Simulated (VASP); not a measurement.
# Cd (P6_3/mmc) in VASP: a series of runs

Runs on Cd. Level: r2SCAN. Tasks: single point.

Program: VASP 6.6.1. These are calculated values, not measurements. Logs are shortened: lines on timing, memory, paths and dates and some standing lists are left out, and cuts for length are marked.

## 1. The cell of the first run

The structure is hexagonal, space group P6_3/mmc (No. 194). Conventional cell: a = 2.962 Å, b = 2.962 Å, c = 5.913 Å, α = 90.00°, β = 90.00°, γ = 120.00°. Cd (site symmetry -6m2) has 12 Cd at 2.96 to 3.42 Å within 3.9 Å.

## 2. Single point, r2SCAN (strain along c alone, the other axes held: +2.0 %)

File POSCAR:

```
Cd
1.0
    2.9617840135      0.0000000000      0.0000000000
   -1.4808920068      2.5649801962      0.0000000000
    0.0000000000      0.0000000000      5.9129657234
Cd
2
Direct
    0.3333333333      0.6666666667      0.2500000000
    0.6666666667      0.3333333333      0.7500000000
```

File INCAR.step1:

```
PREC = Accurate
ENCUT = 520
ISMEAR = 0
SIGMA = 0.1
LREAL = False
LASPH = True
NELM = 80
NBANDS = 19
GGA = PE
ALGO = Normal
EDIFF = 1E-4
LWAVE = True
LCHARG = False
```

File INCAR.step2:

```
PREC = Accurate
ENCUT = 520
EDIFF = 1E-6
ISMEAR = 0
SIGMA = 0.1
LREAL = False
LASPH = True
NELM = 80
ALGO = Normal
ISIF = 2
LWAVE = False
LCHARG = True
METAGGA = R2SCAN
LMIXTAU = True
LELF = True
LVHAR = True
NBANDS = 19
ISTART = 1
```

File KPOINTS:

```
regular mesh
0
Gamma
  24 24 10
```

Potentials or basis: VASP PAW PBE potentials, release 64 (Cd).

Launch:

```bash
$ cat potpaw_PBE.64/Cd/POTCAR > POTCAR
$ cp INCAR.step1 INCAR
$ mpirun -np 1 vasp_std > vasp.out
$ cp INCAR.step2 INCAR
$ mpirun -np 1 vasp_std > vasp.out
```

OUTCAR:

```text
PREC = Accurate
   ENCUT = 520
   EDIFF = 1E-6
   ISMEAR = 0
   LREAL = False
   LASPH = True
   NELM = 80
   ISIF = 2
   METAGGA = R2SCAN
   ISTART = 1

 ion  position               nearest neighbor table
   1  0.333  0.667  0.250-   2 3.42   2 3.42   2 3.42   2 3.42   2 3.42   2 3.42
   2  0.667  0.333  0.750-   1 3.42   1 3.42   1 3.42   1 3.42   1 3.42   1 3.42

  LATTYP: Found a hexagonal cell.
 ALAT       =     2.9617840135
 C/A-ratio  =     1.9964202982

  Lattice vectors:

 A1 = (   2.9617840135,   0.0000000000,   0.0000000000)
 A2 = (  -1.4808920068,   2.5649801962,   0.0000000000)
 A3 = (   0.0000000000,   0.0000000000,   5.9129657234)

Analysis of symmetry for initial positions (statically):
=====================================================================
 Subroutine PRICEL returns:
 Original cell was already a primitive cell.

 Routine SETGRP: Setting up the symmetry group for a
 hexagonal supercell.

 Subroutine GETGRP returns: Found 24 space group operations
 (whereof 12 operations were pure point group operations)
 out of a pool of 24 trial point group operations.

The static configuration has the point symmetry D_3d.
 The point group associated with its full space group is D_6h.

Analysis of symmetry for dynamics (positions and initial velocities):
=====================================================================
 Subroutine PRICEL returns:
 Original cell was already a primitive cell.

 Routine SETGRP: Setting up the symmetry group for a
 hexagonal supercell.

 Subroutine GETGRP returns: Found 24 space group operations
 (whereof 12 operations were pure point group operations)
 out of a pool of 24 trial point group operations.

The dynamic configuration has the point symmetry D_3d.
 The point group associated with its full space group is D_6h.

 Subroutine INISYM returns: Found 24 space group operations
 (whereof 12 operations are pure point group operations),
 and found     1 'primitive' translations

----------------------------------------------------------------------------------------

                                     Primitive cell

  volume of cell :      44.9203

  direct lattice vectors                    reciprocal lattice vectors
     2.961784013  0.000000000  0.000000000     0.337634343  0.194933279  0.000000000
    -1.480892007  2.564980196  0.000000000     0.000000000  0.389866558  0.000000000
     0.000000000  0.000000000  5.912965723     0.000000000  0.000000000  0.169119871

  length of vectors
     2.961784013  2.961784014  5.912965723     0.389866558  0.389866558  0.169119871

  position of ions in fractional coordinates (direct lattice)
     0.333333333  0.666666667  0.250000000
     0.666666667  0.333333333  0.750000000

  ion indices of the primitive-cell ions
   primitive index   ion index
                 1           1
                 2           2

----------------------------------------------------------------------------------------

 KPOINTS: regular mesh

Automatic generation of k-mesh.
 Grid dimensions read from file:
 generate k-points for:   24   24   10

 Generating k-lattice:

  Cartesian coordinates                     Fractional coordinates (reciprocal lattice)
     0.014068098  0.008122220  0.000000000     0.041666667  0.000000000  0.000000000
     0.000000000  0.016244440  0.000000000     0.000000000  0.041666667  0.000000000
     0.000000000  0.000000000  0.016911987     0.000000000  0.000000000  0.100000000

  Length of vectors
     0.016244440  0.016244440  0.016911987

  Shift w.r.t. Gamma in fractional coordinates (k-lattice)
     0.000000000  0.000000000  0.000000000

 Subroutine IBZKPT returns following result:
 ===========================================

 Found    366 irreducible k-points:

 Following reciprocal coordinates:
            Coordinates               Weight
  0.000000  0.000000  0.000000      1.000000
  0.041667  0.000000  0.000000      6.000000
  0.083333  0.000000  0.000000      6.000000
  0.125000  0.000000  0.000000      6.000000
  0.166667 -0.000000  0.000000      6.000000
  0.208333  0.000000  0.000000      6.000000
[... 16 lines left out ...]
  0.416667  0.041667  0.000000     12.000000
  0.458333  0.041667  0.000000     12.000000
 [... further k-points ...]
   k-points           NKPTS =    366   k-points in BZ     NKDIM =    366   number of bands    NBANDS=     19
   number of dos      NEDOS =    301   number of ions     NIONS =      2
   total plane-waves  NPLWV =  27648
   dimension x,y,z NGX =    24 NGY =   24 NGZ =   48
   dimension x,y,z NGXF=    48 NGYF=   48 NGZF=   96
   ions per type =               2
   NGX,Y,Z   is equivalent  to a cutoff of  13.47, 13.47, 13.50 a.u.
   NGXF,Y,Z  is equivalent  to a cutoff of  26.94, 26.94, 26.99 a.u.
 SYSTEM =  unknown system
   PREC   = accura    normal or accurate (medium, high low for compatibility)
   ISTART =      1    job   : 0-new  1-cont  2-samecut
   ICHARG =      0    charge: 1-file 2-atom 10-const
   ISPIN  =      1    spin polarized calculation?
   LNONCOLLINEAR =      F non collinear calculations
   LSORBIT =      F    spin-orbit coupling
   LASPH  =      T    aspherical Exc in radial PAW
   ENCUT  =  520.0 eV  38.22 Ry    6.18 a.u.   5.51  5.51 10.99*2*pi/ulx,y,z
   NELM   =     80;   NELMIN=  2; NELMDL=  0     # of ELM steps
   EDIFF  = 0.1E-05   stopping-criterion for ELM
   LREAL  =      F    real-space projection
   EDIFFG = 0.1E-04   stopping-criterion for IOM
   NSW    =      0    number of steps for IOM
   IBRION =     -1    ionic relax: 0-MD 1-quasi-New 2-CG
   NFREE  =      0    steps in history (QN), initial steepest desc. (CG)
   ISIF   =      2    stress and relaxation
   ISYM   =      2    0-nonsym 1-usesym 2-fastsym
   POTIM  = 0.5000    time-step for ionic-motion
   TEBEG  =    0.0;   TEEND  =   0.0 temperature during run
   PSTRESS=    0.0 pullay stress
   NELECT =      24.0000    total number of electrons
   NUPDOWN=      -1.0000    fix difference up-down
   EMIN   =  10.00;   EMAX   =-10.00  energy-range for DOS
   EFERMI =   0.00;   METHOD = LEGACY
   ISMEAR =     0;   SIGMA  =   0.10  broadening in eV -4-tet -1-fermi 0-gaus
   EFERMI_NEDOS =   21; number of points for ismear=-14 and -15
   IALGO  =     38    algorithm
   IMIX   =      4    mixing-type and parameters
     AMIX     =   0.40;   BMIX     =  1.00
     AMIX_MAG =   1.60;   BMIX_MAG =  1.00
  volume/ion in A,a.u.               =      22.46       151.57
  Fermi-wavevector in a.u.,A,eV,Ry     =   1.328406  2.510324 24.009709  1.764664
  Thomas-Fermi vector in A             =   2.457646
   LORBIT       =      0    0 simple, 1 ext, 2 COOP (PROOUT), +10 PAW based schemes
   METAGGA = R2SCAN    functional components
   LHFCALC =     F    Hartree Fock is set to
   AEXX    =    0.0000 exact exchange contribution
   IVDW    =     0    specifies the selected vdW correction
   LEPSILON=     F    determine dielectric tensor
   LRPA    =     F    only Hartree local field effects (RPA)
 non-spin polarized calculation
 Gauss-broadening in eV      SIGMA  =   0.10
  energy-cutoff  :      520.00
  volume of cell :       44.92
 maximum number of plane-waves:      1246
 NGX is ok and might be reduce to    24
   NGX = 11   NGY = 11   NGZ = 21

 number of electron      24.0000005 magnetization

 Free energy of the ion-electron system (eV)
  ---------------------------------------------------
  ext. energy  EPLUGINS =         0.00000000
  ---------------------------------------------------
  free energy    TOTEN  =       -40.19869981 eV

  energy without entropy =      -40.19639027  energy(sigma->0) =      -40.19754504

 E-fermi :   2.6290     XC(G=0): -11.5440

 val. band max:        2.6166981526   @ k =   0.3750   0.2083   0.3000
 cond. band min:       2.6334073463   @ k =   0.3750   0.1250   0.1000
 fundamental gap:      0.0167091937
 Fermi energy:         2.6290078733

 k-point     1 :       0.0000    0.0000    0.0000
  band No.  band energies     occupation
      1      -7.6552      2.00000
      2      -7.4697      2.00000
      3      -6.9822      2.00000
      4      -6.9822      2.00000
      5      -6.9472      2.00000
      6      -6.9472      2.00000
[... 11 lines left out ...]
     18      18.8879      0.00000
     19      19.1961      0.00000

 k-point     2 :       0.0417    0.0000    0.0000
  band No.  band energies     occupation
      1      -7.6348      2.00000
      2      -7.4496      2.00000
      3      -6.9902      2.00000
      4      -6.9651      2.00000
      5      -6.9546      2.00000
      6      -6.9304      2.00000
[... 11 lines left out ...]
     18      18.3790      0.00000
     19      19.5177      0.00000

 k-point     3 :       0.0833    0.0000    0.0000
  band No.  band energies     occupation
      1      -7.5779      2.00000
      2      -7.3961      2.00000
      3      -7.0115      2.00000
      4      -6.9742      2.00000
      5      -6.9146      2.00000
      6      -6.8811      2.00000
[... 11 lines left out ...]
     18      17.8298      0.00000
     19      19.6483      0.00000

 k-point     4 :       0.1250    0.0000    0.0000
  band No.  band energies     occupation
      1      -7.5011      2.00000
      2      -7.3288      2.00000
      3      -7.0425      2.00000
      4      -6.9891      2.00000
      5      -6.8333      2.00000
      6      -6.8017      2.00000
[... 11 lines left out ...]
     18      17.4549      0.00000
     19      18.9146      0.00000

 k-point     5 :       0.1667   -0.0000    0.0000
  band No.  band energies     occupation
      1      -7.4435      2.00000
      2      -7.2745      2.00000
      3      -7.0706      2.00000
      4      -6.9629      2.00000
      5      -6.7257      2.00000
      6      -6.6967      2.00000
[... 11 lines left out ...]
     18      17.0356      0.00000
     19      17.4341      0.00000
[... 334 lines left out ...]
      2      -7.4994      2.00000
      3      -7.2008      2.00000
      4      -6.8770      2.00000
      5      -6.7291      2.00000
      6      -6.6174      2.00000
[... 11 lines left out ...]
     18      16.3544      0.00000
     19      16.3888      0.00000

 k-point    22 :       0.3750    0.0417    0.0000
  band No.  band energies     occupation
      1      -7.7094      2.00000
      2      -7.5578      2.00000
      3      -7.2791      2.00000
      4      -6.9308      2.00000
      5      -6.6621      2.00000
      6      -6.6414      2.00000
[... 11 lines left out ...]
     18      16.0003      0.00000
     19      16.8436      0.00000

 k-point    23 :       0.4167    0.0417    0.0000
  band No.  band energies     occupation
      1      -7.7501      2.00000
      2      -7.5991      2.00000
      3      -7.3325      2.00000
      4      -6.9685      2.00000
      5      -6.6582      2.00000
      6      -6.6155      2.00000
[... 11 lines left out ...]
     18      15.7274      0.00000
     19      16.7629      0.00000

 k-point    24 :       0.4583    0.0417    0.0000
  band No.  band energies     occupation
      1      -7.7712      2.00000
      2      -7.6205      2.00000
      3      -7.3595      2.00000
      4      -6.9880      2.00000
      5      -6.6667      2.00000
      6      -6.5914      2.00000
[... 11 lines left out ...]
     18      15.5875      0.00000
     19      16.7306      0.00000

 [... further k-points ...]
[... 5 lines left out ...]
  --------------------------------------------------------------------------------------
  -------------------------------------------------------------------------------------
  Total        0.0144354      0.0144354     -0.2383443     -0.0000000      0.0000000      0.0000000
  in kB        0.5148704      0.5148704     -8.5010521     -0.0000000      0.0000000      0.0000000
  external PRESSURE =      -2.4904371 kB  Pullay stress =       0.0000000 kB

 VOLUME and BASIS-vectors are now :
 -----------------------------------------------------------------------------
  energy-cutoff  :      520.00
  volume of cell :       44.92
      direct lattice vectors                 reciprocal lattice vectors
     2.961784013  0.000000000  0.000000000     0.337634343  0.194933279  0.000000000
    -1.480892007  2.564980196  0.000000000     0.000000000  0.389866558  0.000000000
     0.000000000  0.000000000  5.912965723     0.000000000  0.000000000  0.169119871

 POSITION                                       TOTAL-FORCE (eV/Angst)
 -----------------------------------------------------------------------------------
     -0.00000      1.70999      1.47824        -0.000000      0.000000      0.000000
      1.48089      0.85499      4.43472         0.000000      0.000000      0.000000
 -----------------------------------------------------------------------------------
    total drift:                                0.000000     -0.000000      0.000000

  FREE ENERGIE OF THE ION-ELECTRON SYSTEM (eV)
  ---------------------------------------------------
  free  energy   TOTEN  =       -40.1986998122 eV

  energy  without entropy=      -40.1963902666  energy(sigma->0) =      -40.19754504
```

It took 17 min on 1 thread of Intel Xeon 8259CL, shared host; peak memory 0.37 GiB.

Results:

```yaml
Free_energy: -40.1987 eV
Pressure: -0.2 GPa
Band_gap_on_the_k_mesh: zero (bands 12 and 13 overlap by 4.61 eV)
```

Stress tensor (GPa, compression positive):
```
 0.05  0.00  0.00
 0.00  0.05  0.00
 0.00  0.00 -0.85
```

Levels at points of the mesh, in eV from the Fermi level:
| k point | band 8 | band 9 | band 10 | band 11 | band 12 | band 13 | band 14 | band 15 | band 16 | band 17 |
| --- | --- | --- | --- | --- | --- | --- | --- | --- | --- | --- |
| (0.00, 0.00, 0.00) | -9.03 | -8.86 | -8.86 | -8.85 | -3.79 | -3.02 | 9.31 | 13.80 | 15.48 | 16.26 |
| (0.50, 0.00, 0.00) | -8.89 | -8.51 | -8.50 | -2.13 | -1.58 | 1.77 | 3.01 | 3.28 | 5.40 | 9.39 |
| (0.00, 0.00, 0.50) | -8.94 | -8.94 | -8.94 | -7.47 | -7.47 | 2.94 | 2.94 | 15.78 | 15.78 | 17.14 |
| (0.50, 0.00, 0.50) | -8.89 | -8.50 | -8.50 | -1.42 | -1.42 | 0.34 | 0.34 | 7.82 | 7.82 | 10.84 |

Caveat: the cell differs from its parent crystal (strain along c alone, the other axes held: +2.0 %); the PAW data sets were made with another functional, which shifts forces and pressure a little.

## 3. Single point, r2SCAN (strain along c alone, the other axes held: +4.0 %)

POSCAR: that of step 2 with these lines changed.

```diff
@@ -4,3 +4,3 @@
    -1.4808920068      2.5649801962      0.0000000000
-    0.0000000000      0.0000000000      5.9129657234
+    0.0000000000      0.0000000000      6.0289062277
 Cd
```

File INCAR.step1:

```
SYSTEM = Cd
PREC     = Accurate       ! precision mode
ENCUT    = 520            ! plane-wave cutoff, eV
ISMEAR   = 0              ! smearing method
SIGMA    = 0.1            ! smearing width, eV
LREAL    = .FALSE.        ! projectors in reciprocal space
LASPH    = .TRUE.         ! aspherical terms in the spheres
NELM     = 60             ! most SCF steps
NBANDS   = 19             ! bands
GGA      = PE             ! functional
ALGO     = Normal         ! electronic algorithm
EDIFF    = 1E-4           ! SCF threshold, eV
LWAVE    = .TRUE.         ! write WAVECAR
LCHARG   = .FALSE.        ! write CHGCAR
```

File INCAR.step2:

```
SYSTEM = Cd
PREC     = Accurate       ! precision mode
ENCUT    = 520            ! plane-wave cutoff, eV
EDIFF    = 1E-6           ! SCF threshold, eV
ISMEAR   = 0              ! smearing method
SIGMA    = 0.1            ! smearing width, eV
LREAL    = .FALSE.        ! projectors in reciprocal space
LASPH    = .TRUE.         ! aspherical terms in the spheres
NELM     = 60             ! most SCF steps
ALGO     = Normal         ! electronic algorithm
ISIF     = 2              ! what is computed and relaxed
LWAVE    = .FALSE.        ! write WAVECAR
LCHARG   = .FALSE.        ! write CHGCAR
METAGGA  = R2SCAN         ! meta-GGA
LMIXTAU  = .TRUE.       
NBANDS   = 19             ! bands
ISTART   = 1
```

File KPOINTS:

```
regular mesh
0
G
  24 24 10
  0 0 0
```

Potentials or basis: VASP PAW PBE potentials, release 64 (Cd).

Launch:

```bash
$ cat potpaw_PBE.64/Cd/POTCAR > POTCAR
$ cp INCAR.step1 INCAR
$ mpirun -np 1 vasp_std > vasp.out
$ cp INCAR.step2 INCAR
$ mpirun -np 1 vasp_std > vasp.out
```

Wall time 19 min (1 thread of Intel Xeon 8259CL, shared host); peak memory 0.37 GiB.

Results (log left out):

```yaml
Free_energy: -40.1918 eV
Pressure: -0.8 GPa
Band_gap_on_the_k_mesh: zero (bands 12 and 13 overlap by 4.66 eV)
```

Stress tensor (GPa, compression positive):
```
-0.44  0.00  0.00
 0.00 -0.44  0.00
 0.00  0.00 -1.60
```

Levels at points of the mesh, in eV from the Fermi level:
```
           k point  band 10  band 11  band 12  band 13  band 14  band 15
(0.00, 0.00, 0.00)    -8.87    -8.74    -4.01    -3.00     8.70    13.15
(0.50, 0.00, 0.00)    -8.50    -2.05    -1.51     1.62     2.82     3.27
(0.00, 0.00, 0.50)    -8.94    -7.41    -7.41     2.60     2.60    15.83
(0.50, 0.00, 0.50)    -8.51    -1.37    -1.37     0.34     0.34     7.53
```

Caveat: the cell differs from its parent crystal (strain along c alone, the other axes held: +4.0 %); the PAW data sets were made with another functional, which shifts forces and pressure a little.

## 4. Single point, r2SCAN (biaxial strain in the a-b plane: -2.0 %, then relaxed in part)

File POSCAR:

```
Cd
1.0
    2.9025483332      0.0000000000      0.0000000000
   -1.4512741666      2.5136805923      0.0000000000
    0.0000000000      0.0000000000      5.9239704964
Cd
2
Direct
    0.3333333333      0.6666666667      0.2500000000
    0.6666666667      0.3333333333      0.7500000000
```

File INCAR.step1:

```
  PREC = Accurate
  ENCUT = 520
  ISMEAR = 0
  SIGMA = 0.1
  LREAL = F
  LASPH = T
  NELM = 80
  NBANDS = 19
  GGA = PE
  ALGO = Normal
  EDIFF = 1E-4
  LWAVE = T
  LCHARG = F
```

File INCAR.step2:

```
  PREC = Accurate
  ENCUT = 520
  EDIFF = 1E-6
  ISMEAR = 0
  SIGMA = 0.1
  LREAL = F
  LASPH = T
  NELM = 80
  ALGO = Normal
  ISIF = 2
  LWAVE = F
  LCHARG = F
  METAGGA = R2SCAN
  LMIXTAU = T
  NBANDS = 19
  ISTART = 1
```

File KPOINTS:

```
regular mesh
0
Gamma
  24 24 10
```

Launch:

```bash
$ cat potpaw_PBE.64/Cd/POTCAR > POTCAR
$ cp INCAR.step1 INCAR
$ mpirun -np 1 vasp_std > vasp.out
$ cp INCAR.step2 INCAR
$ mpirun -np 1 vasp_std > vasp.out
```

Wall time 9 min (1 thread of AMD EPYC 9R45 (Zen 5), shared host); peak memory 0.33 GiB.

The run converged. Its results:

```
Free energy            : -40.1766 eV
Pressure               : 2.8 GPa
Band gap on the k mesh : zero (bands 12 and 13 overlap by 5.05 eV)
```

Stress tensor (GPa, compression positive):
```
4.08 0.00 0.00
0.00 4.08 0.00
0.00 0.00 0.21
```

Levels at points of the mesh, in eV from the Fermi level:
```tsv
k point	band 10	band 11	band 12	band 13	band 14	band 15
(0.00, 0.00, 0.00)	-8.91	-8.91	-4.03	-3.29	8.93	13.63
(0.50, 0.00, 0.00)	-8.50	-2.19	-1.51	1.77	3.16	3.32
(0.00, 0.00, 0.50)	-8.99	-7.72	-7.72	2.67	2.67	16.16
(0.50, 0.00, 0.50)	-8.50	-1.51	-1.51	0.53	0.53	7.79
```

Caveat: the cell differs from its parent crystal (biaxial strain in the a-b plane: -2.0 %, then relaxed in part); the PAW data sets were made with another functional, which shifts forces and pressure a little.

## 5. Overview

```csv
cell,gap on the mesh (eV),pressure (GPa)
"a = 2.962, b = 2.962, c = 5.913 Å, angles 90.0, 90.0, 120.0°, 2 atoms",none,-0.2
"a = 2.962, b = 2.962, c = 6.029 Å, angles 90.0, 90.0, 120.0°, 2 atoms",none,-0.8
"a = 2.903, b = 2.903, c = 5.924 Å, angles 90.0, 90.0, 120.0°, 2 atoms",none,2.8
```

Alike in all rows: task single point; level r2SCAN; potentials or basis VASP PAW PBE potentials, release 64 (Cd); no spin polarisation; k mesh 24 × 24 × 10; cutoff (eV) 520; smearing gaussian 0.1 eV.

Caveats: the PAW data sets were made with another functional, which shifts forces and pressure a little.

Total energies depend on the potentials used, so only differences within one code and one set of settings carry meaning.

The gap in the log of VASP goes by the Fermi energy; the results here count the filled bands.